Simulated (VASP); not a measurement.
Wanted: the native input for a VASP 6.6.1 run.

```yaml
Task: single point
Functional: PBE
Potentials_or_basis: VASP PAW PBE potentials, release 64 (W_sv, S)
Cutoff: 520 eV
k_mesh: 4 × 4 × 1
Occupations: gaussian, width 0.02 eV
Spin: no spin polarisation
Dipole_correction: yes
Further_INCAR_settings: LREAL = Auto; ALGO = Normal; EDIFF = 1e-07; NBANDS = 136
```

The structure of WS2 lies in POSCAR:

```
WS2
1.0
    9.4650000000      0.0000000000      0.0000000000
   -4.7325000000      8.1969304468      0.0000000000
    0.0000000000      0.0000000000     21.1400000000
W S
9 18
Direct
    0.1111111111      0.2222222222      0.5000000000
    0.1111111111      0.5555555556      0.5000000000
    0.1111111111      0.8888888889      0.5000000000
    0.4444444444      0.2222222222      0.5000000000
    0.4444444444      0.5555555556      0.5000000000
    0.4444444444      0.8888888889      0.5000000000
    0.7777777778      0.2222222222      0.5000000000
    0.7777777778      0.5555555556      0.5000000000
    0.7777777778      0.8888888889      0.5000000000
    0.2222222222      0.1111111111      0.5742667928
    0.2222222222      0.1111111111      0.4257332072
    0.2222222222      0.4444444444      0.5742667928
    0.2222222222      0.4444444444      0.4257332072
    0.2222222222      0.7777777778      0.5742667928
    0.2222222222      0.7777777778      0.4257332072
    0.5555555556      0.1111111111      0.5742667928
    0.5555555556      0.1111111111      0.4257332072
    0.5555555556      0.4444444444      0.5742667928
    0.5555555556      0.4444444444      0.4257332072
    0.5555555556      0.7777777778      0.5742667928
    0.5555555556      0.7777777778      0.4257332072
    0.8888888889      0.1111111111      0.5742667928
    0.8888888889      0.1111111111      0.4257332072
    0.8888888889      0.4444444444      0.5742667928
    0.8888888889      0.4444444444      0.4257332072
    0.8888888889      0.7777777778      0.5742667928
    0.8888888889      0.7777777778      0.4257332072
```

The input as run:

INCAR

```
SYSTEM = WS2
PREC = Accurate ; ENCUT = 520
EDIFF = 1E-7 ; ISMEAR = 0
SIGMA = 0.02 ; LREAL = Auto
LASPH = .TRUE. ; NELM = 80
ALGO = Normal ; ISIF = 2
LWAVE = .FALSE. ; LCHARG = .FALSE.
LDIPOL = .TRUE. ; IDIPOL = 3
DIPOL = 0.5 0.5 0.500 ; GGA = PE
NBANDS = 136 ; LUSENCCL = .FALSE.
```

KPOINTS

```
Automatic mesh
0
G
  4 4 1
  0 0 0
```

Potentials or basis: VASP PAW PBE potentials, release 64 (W_sv, S).

Command:

```sh
$ cat potpaw_PBE.64/W_sv/POTCAR potpaw_PBE.64/S/POTCAR > POTCAR
$ mpirun -np 1 vasp_std > vasp.out
```

It gave:

```
Largest force          : 0.257 eV/Å
Band gap on the k mesh : 1.92 eV
```

Caveat: spin-orbit coupling is left out, which moves the levels of the heavy elements.

Run time: 2.3 min on 1 × NVIDIA H100 80GB with 1 thread of AMD EPYC 7R13 Processor (Zen 3), on a shared host, peak memory 2.2 GiB.
